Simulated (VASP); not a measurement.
# Li (P6/mmm) in VASP: notebook

The runs below take Li through single point, relaxation of cell and atoms, with PBE.

Everything below comes from runs of VASP 6.6.1. Logs are shortened: lines on timing, memory, paths and dates and some standing lists are left out, and cuts for length are marked.

### 1 The cell of the first run

It takes space group P6/mmm (No. 191, hexagonal). The conventional cell has a = 3.905 Å, b = 3.905 Å, c = 6.557 Å, α = 90.00°, β = 90.00°, γ = 120.00°. Within 3.0 Å of Li (site symmetry -6m2) lie 3 Li at 2.25 Å.

The cell was generated, and may not be a known phase.

### 2 Single point, PBE

File INCAR:

```
SYSTEM = Li
  PREC = Accurate
  ENCUT = 520
  EDIFF = 1E-6
  ISMEAR = 0
  SIGMA = 0.1
  LREAL = .FALSE.
  LASPH = .TRUE.
  NELM = 100
  ALGO = Fast
  ISIF = 2
  LWAVE = .FALSE.
  LCHARG = .FALSE.
  GGA = PE
  NBANDS = 10
```

File KPOINTS:

```
Automatic mesh
0
G
  6 6 4
  0 0 0
```

File POSCAR:

```
Li
1.0
    3.9046056900      0.0000000000      0.0000000000
   -1.9523028400      3.3814877200      0.0000000000
    0.0000000000      0.0000000000      6.5565497900
Li
2
Direct
    0.3333333300      0.6666666700      0.0000000000
    0.6666666700      0.3333333300      0.0000000000
```

Potentials or basis: VASP PAW PBE potentials, release 64 (Li_sv).

Run with:

```bash
$ cat potpaw_PBE.64/Li_sv/POTCAR > POTCAR
$ mpirun -np 1 vasp_std > vasp.out
```

OUTCAR:

```text
SYSTEM = Li
   PREC = Accurate
   ENCUT = 520
   EDIFF = 1E-6
   ISMEAR = 0
   LREAL = .FALSE.
   LASPH = .TRUE.
   NELM = 100
   ISIF = 2
   GGA = PE

 ion  position               nearest neighbor table
   1  0.333  0.667  0.000-   2 2.25   2 2.25   2 2.25
   2  0.667  0.333  0.000-   1 2.25   1 2.25   1 2.25

  LATTYP: Found a hexagonal cell.
 ALAT       =     3.9046056900
 C/A-ratio  =     1.6791835874

  Lattice vectors:

 A1 = (   3.9046056900,   0.0000000000,   0.0000000000)
 A2 = (  -1.9523028400,   3.3814877200,   0.0000000000)
 A3 = (   0.0000000000,   0.0000000000,   6.5565497900)

Analysis of symmetry for initial positions (statically):
=====================================================================
 Subroutine PRICEL returns:
 Original cell was already a primitive cell.

 Routine SETGRP: Setting up the symmetry group for a
 hexagonal supercell.

 Subroutine GETGRP returns: Found 24 space group operations
 (whereof 24 operations were pure point group operations)
 out of a pool of 24 trial point group operations.

The static configuration has the point symmetry D_6h.

Analysis of symmetry for dynamics (positions and initial velocities):
=====================================================================
 Subroutine PRICEL returns:
 Original cell was already a primitive cell.

 Routine SETGRP: Setting up the symmetry group for a
 hexagonal supercell.

 Subroutine GETGRP returns: Found 24 space group operations
 (whereof 24 operations were pure point group operations)
 out of a pool of 24 trial point group operations.

The dynamic configuration has the point symmetry D_6h.

 Subroutine INISYM returns: Found 24 space group operations
 (whereof 24 operations are pure point group operations),
 and found     1 'primitive' translations

----------------------------------------------------------------------------------------

                                     Primitive cell

  volume of cell :      86.5686

  direct lattice vectors                    reciprocal lattice vectors
     3.904605690  0.000000000  0.000000000     0.256107807  0.147863911  0.000000000
    -1.952302840  3.381487720  0.000000000     0.000000000  0.295727822  0.000000000
     0.000000000  0.000000000  6.556549790     0.000000000  0.000000000  0.152519241

  length of vectors
     3.904605690  3.904605688  6.556549790     0.295727822  0.295727822  0.152519241

  position of ions in fractional coordinates (direct lattice)
     0.333333330  0.666666670  0.000000000
     0.666666670  0.333333330  0.000000000

  ion indices of the primitive-cell ions
[... 80 lines left out ...]
   TEBEG  =    0.0;   TEEND  =   0.0 temperature during run
   PSTRESS=    0.0 pullay stress
   NELECT =       6.0000    total number of electrons
   NUPDOWN=      -1.0000    fix difference up-down
   EMIN   =  10.00;   EMAX   =-10.00  energy-range for DOS
   EFERMI =   0.00;   METHOD = LEGACY
   ISMEAR =     0;   SIGMA  =   0.10  broadening in eV -4-tet -1-fermi 0-gaus
   EFERMI_NEDOS =   21; number of points for ismear=-14 and -15
   IALGO  =     68    algorithm
   IMIX   =      4    mixing-type and parameters
     AMIX     =   0.40;   BMIX     =  1.00
     AMIX_MAG =   1.60;   BMIX_MAG =  1.00
  volume/ion in A,a.u.               =      43.28       292.10
  Fermi-wavevector in a.u.,A,eV,Ry     =   0.672468  1.270781  6.152739  0.452214
  Thomas-Fermi vector in A             =   1.748597
   LORBIT       =      0    0 simple, 1 ext, 2 COOP (PROOUT), +10 PAW based schemes
   GGA     = PE    functional components
   LHFCALC =     F    Hartree Fock is set to
   AEXX    =    0.0000 exact exchange contribution
   IVDW    =     0    specifies the selected vdW correction
   LEPSILON=     F    determine dielectric tensor
   LRPA    =     F    only Hartree local field effects (RPA)
 non-spin polarized calculation
 RMM-DIIS sequential band-by-band and
 Gauss-broadening in eV      SIGMA  =   0.10
  energy-cutoff  :      520.00
  volume of cell :       86.57
 maximum number of plane-waves:      2352
 NGX is ok and might be reduce to    30
   NGX = 15   NGY = 15   NGZ = 25

 number of electron       5.9999984 magnetization

 Free energy of the ion-electron system (eV)
  ---------------------------------------------------
  ext. energy  EPLUGINS =         0.00000000
  ---------------------------------------------------
  free energy    TOTEN  =        -1.86425618 eV

  energy without entropy =       -1.85844984  energy(sigma->0) =       -1.86135301

 E-fermi :  -1.3393     XC(G=0):  -4.6294

 val. band max:       -1.3437477508   @ k =   0.3333   0.3333   0.2500
 cond. band min:      -1.3227952219   @ k =   0.3333   0.3333   0.5000
 fundamental gap:      0.0209525289
 Fermi energy:        -1.3393498731

 k-point     1 :       0.0000    0.0000    0.0000
  band No.  band energies     occupation
      1     -49.1110      2.00000
      2     -48.9298      2.00000
      3      -3.6026      2.00000
      4      -0.9975      0.00000
      5       1.8908      0.00000
      6       3.8542      0.00000
      7       3.8542      0.00000
      8       6.6426      0.00000
      9       6.6426      0.00000
     10       9.1960      0.00000
[... 248 lines left out ...]
 k-point    21 :       0.3333    0.3333    0.5000
  band No.  band energies     occupation
      1     -49.0202      2.00000
      2     -49.0202      2.00000
      3      -1.3228      0.81489
      4       0.0814      0.00000
      5       0.0814      0.00000
      6       2.2690      0.00000
      7       2.2690      0.00000
      8       3.6232      0.00000
      9       7.9835      0.00000
     10       8.0173      0.00000

------------------------ aborting loop because EDIFF is reached ----------------------------------------

  FORCE on cell =-STRESS in cart. coord.  units (eV):
  Direction    XX          YY          ZZ          XY          YZ          ZX
  --------------------------------------------------------------------------------------
  -------------------------------------------------------------------------------------
  Total        1.6512618      1.6512618     -0.1197641      0.0000000     -0.0000000      0.0000000
  in kB       30.5609015     30.5609015     -2.2165472      0.0000000     -0.0000000      0.0000000
  external PRESSURE =      19.6350852 kB  Pullay stress =       0.0000000 kB

 VOLUME and BASIS-vectors are now :
 -----------------------------------------------------------------------------
  energy-cutoff  :      520.00
  volume of cell :       86.57
      direct lattice vectors                 reciprocal lattice vectors
     3.904605690  0.000000000  0.000000000     0.256107807  0.147863911  0.000000000
    -1.952302840  3.381487720  0.000000000     0.000000000  0.295727822  0.000000000
     0.000000000  0.000000000  6.556549790     0.000000000  0.000000000  0.152519241

 POSITION                                       TOTAL-FORCE (eV/Angst)
 -----------------------------------------------------------------------------------
     -0.00000      2.25433      0.00000        -0.000000      0.000000     -0.000000
      1.95230      1.12716      0.00000         0.000000      0.000000      0.000000
 -----------------------------------------------------------------------------------
    total drift:                               -0.000000      0.000000     -0.000000

  FREE ENERGIE OF THE ION-ELECTRON SYSTEM (eV)
  ---------------------------------------------------
  free  energy   TOTEN  =        -1.8642561785 eV

  energy  without entropy=       -1.8584498444  energy(sigma->0) =       -1.86135301
```

stdout:

```text
POSCAR found type information on POSCAR Li
 POSCAR found :  1 types and       2 ions
 scaLAPACK will be used
 LDA part: xc-table for (Slater+PW92), standard interpolation
 POSCAR, INCAR and KPOINTS ok, starting setup
 FFT: planning ... GRIDC
 FFT: planning ... GRID_SOFT
 FFT: planning ... GRID
 WAVECAR not read
 entering main loop
```

Wall time 26 s (1 thread of Intel Xeon 8259CL, shared host); peak memory 0.19 GiB.

What came out:

```
Free energy            : -1.8643 eV
Band gap on the k mesh : zero (bands 3 and 4 overlap by 0.33 eV)
```

Levels at points of the mesh, in eV from the Fermi level:
| k point | band 1 | band 2 | band 3 | band 4 | band 5 | band 6 |
| --- | --- | --- | --- | --- | --- | --- |
| (0.00, 0.00, 0.00) | -47.77 | -47.59 | -2.26 | 0.34 | 3.23 | 5.19 |
| (0.50, 0.00, 0.00) | -47.71 | -47.65 | -0.46 | 0.72 | 3.06 | 3.14 |
| (0.00, 0.00, 0.50) | -47.77 | -47.59 | -2.10 | -0.32 | 5.20 | 5.20 |
| (0.50, 0.00, 0.50) | -47.71 | -47.65 | -0.39 | 0.86 | 2.53 | 3.15 |

Caveat: the cutoff is under 1.25 times the usual one of these potentials, so pressure, stress and relaxed cells hold a basis-set (Pulay) error.

### 3 Single point, PBE

This run uses another cell than the first one.

File INCAR:

```
PREC = Accurate ; ENCUT = 520
EDIFF = 1E-6 ; ISMEAR = 0
SIGMA = 0.1 ; LREAL = F
LASPH = T ; NELM = 80
ALGO = Normal ; ISIF = 2
LWAVE = F ; LCHARG = T
GGA = PE ; LELF = T
LVHAR = T ; NBANDS = 10
```

File KPOINTS:

```
regular mesh
0
Gamma
  6 6 4
```

File POSCAR:

```
Li
1.0
    4.7783103338     -0.0000000035      0.0000000000
   -2.3891551639      4.1381381380      0.0000000000
    0.0000000000      0.0000000000      5.8027903289
Li
2
Direct
    0.3333333333      0.6666666667      0.0000000000
    0.6666666667      0.3333333333      0.0000000000
```

Potentials or basis: VASP PAW PBE potentials, release 64 (Li_sv).

Run with:

```bash
$ cat potpaw_PBE.64/Li_sv/POTCAR > POTCAR
$ mpirun -np 1 vasp_std > vasp.out
```

Run time: 27 s. Hardware: 1 thread of Intel Xeon 8259CL, shared host; peak memory 0.22 GiB.

Results (log left out):

- Free energy: -2.1934 eV
- Band gap on the k mesh: zero (bands 3 and 4 overlap by 0.58 eV)

Levels at points of the mesh, in eV from the Fermi level:
```
           k point  band 1  band 2  band 3  band 4  band 5  band 6
(0.00, 0.00, 0.00)  -47.90  -47.87   -2.02    1.45    3.36    3.36
(0.50, 0.00, 0.00)  -47.89  -47.88   -0.36   -0.20    2.09    3.07
(0.00, 0.00, 0.50)  -47.90  -47.87   -1.62   -0.03    3.44    3.44
(0.50, 0.00, 0.50)  -47.89  -47.88   -0.11    0.16    1.76    2.20
```

Caveat: the cutoff is under 1.25 times the usual one of these potentials, so pressure, stress and relaxed cells hold a basis-set (Pulay) error.

### 4 Relaxation of cell and atoms, PBE

File INCAR:

```
SYSTEM = Li
  PREC = Accurate
  ENCUT = 600
  EDIFF = 1E-6
  ISMEAR = 0
  SIGMA = 0.1
  LREAL = .False.
  LASPH = .True.
  NELM = 100
  ALGO = Normal
  ISIF = 3
  LWAVE = .False.
  LCHARG = .False.
  GGA = PE
  IBRION = 2
  NSW = 90
  EDIFFG = -0.04
```

File KPOINTS:

```
Automatic mesh
0
Gamma
  6 6 4
  0 0 0
```

File POSCAR:

```
Li
1.0
    3.9046056900      0.0000000000      0.0000000000
   -1.9523028400      3.3814877200      0.0000000000
    0.0000000000      0.0000000000      6.5565497900
Li
2
Direct
    0.3333333300      0.6666666700      0.0000000000
    0.6666666700      0.3333333300      0.0000000000
```

Run with:

```bash
$ cat potpaw_PBE.64/Li_sv/POTCAR > POTCAR
$ mpirun -np 1 vasp_std > vasp.out
```

Run time: 3.2 min. Hardware: 1 thread of Intel Xeon 8259CL, shared host; peak memory 0.22 GiB.

It converged, with:

| Item | Value |
| --- | --- |
| Free energy | -3.0280 eV |
| Relaxed volume | 26.26 Å³/atom |
| Relaxed cell | a = 4.634 Å, b = 4.634 Å, c = 2.824 Å, α = 90.00°, β = 90.00°, γ = 120.00° |
| Space group after relaxing (to 0.1 Å) | P6/mmm (No. 191) |
| Energy gained by relaxing | 581.8 meV/atom |
| Ionic steps | 17 |
| Pressure after relaxing | 0.0 GPa |
| Band gap on the k mesh | zero (bands 3 and 4 overlap by 3.05 eV) |

The path:
```tsv
step	energy change (eV)	largest force (eV/Å)	pressure (GPa)	volume (Å³)
1	0.0000	0.0000	1.96	86.57
2	-0.1123	0.0000	1.34	93.32
3	-0.2656	0.0000	0.16	114.34
4	-0.2704	0.0000	-0.15	119.99
5	-0.2707	0.0000	-0.08	118.69
6	-0.2719	0.0000	-0.08	117.90
7	-0.2756	0.0000	-0.08	115.54
8	-0.2844	0.0000	-0.10	110.81
9	-0.3122	0.0000	-0.21	101.31
10	-0.4678	0.0000	-0.62	82.20
11	-0.8517	0.0000	3.57	43.49
12	-0.6671	0.0000	-1.00	71.64
13	-1.1067	0.0000	-0.97	57.61
14	-1.1519	0.0000	0.47	50.56
15	-1.1632	0.0000	-0.12	52.97
16	-1.1469	0.0000	0.66	49.85
17	-1.1636	0.0000	-0.02	52.53
```

Final structure:
```yaml
crystal:
  lattice:
    - [4.63411, 0.00000, 0.00000]
    - [-2.31706, 4.01326, 0.00000]
    - [0.00000, 0.00000, 2.82447]
  atoms:
    - { symbol: Li, position: [0.33333, 0.66667, 0.00000] }
    - { symbol: Li, position: [0.66667, 0.33333, 0.00000] }
```

Levels at points of the mesh, in eV from the Fermi level:
| k point | band 1 | band 2 | band 3 | band 4 | band 5 | band 6 |
| --- | --- | --- | --- | --- | --- | --- |
| (0.00, 0.00, 0.00) | -47.34 | -47.31 | -3.22 | 2.55 | 2.55 | 4.81 |
| (0.50, 0.00, 0.00) | -47.33 | -47.32 | -1.44 | -1.36 | 1.18 | 4.25 |
| (0.00, 0.00, 0.50) | -47.33 | -47.29 | -0.60 | 1.93 | 5.80 | 5.80 |
| (0.50, 0.00, 0.50) | -47.32 | -47.30 | 0.96 | 2.20 | 2.77 | 3.71 |

Caveat: the cutoff is under 1.25 times the usual one of these potentials, so pressure, stress and relaxed cells hold a basis-set (Pulay) error; the volume moved by over 15 % at a fixed basis, so the end points are rough; the relaxation moved the vacuum too, so the length across it says nothing of the material.

### 5 The runs side by side

```tsv
task	cell	cutoff (eV)	gap on the mesh (eV)
single point	a = 3.905, b = 3.905, c = 6.557 Å, angles 90.0, 90.0, 120.0°, 2 atoms	520	none
single point	a = 4.778, b = 4.778, c = 5.803 Å, angles 90.0, 90.0, 120.0°, 2 atoms	520	none
relaxation of cell and atoms	relaxed from a = 3.905, b = 3.905, c = 6.557 Å, angles 90.0, 90.0, 120.0°, 2 atoms	600	none
```

Alike in all rows: level PBE; potentials or basis VASP PAW PBE potentials, release 64 (Li_sv); no spin polarisation; k mesh 6 × 6 × 4; smearing gaussian 0.1 eV.

Caveats: the cutoff is under 1.25 times the usual one of these potentials, so pressure, stress and relaxed cells hold a basis-set (Pulay) error; the volume moved by over 15 % at a fixed basis, so the end points are rough (at least some runs); the relaxation moved the vacuum too, so the length across it says nothing of the material (at least some runs).

Total energies depend on the potentials used, so only differences within one code and one set of settings carry meaning.

The gap in the log of VASP goes by the Fermi energy; the results here count the filled bands.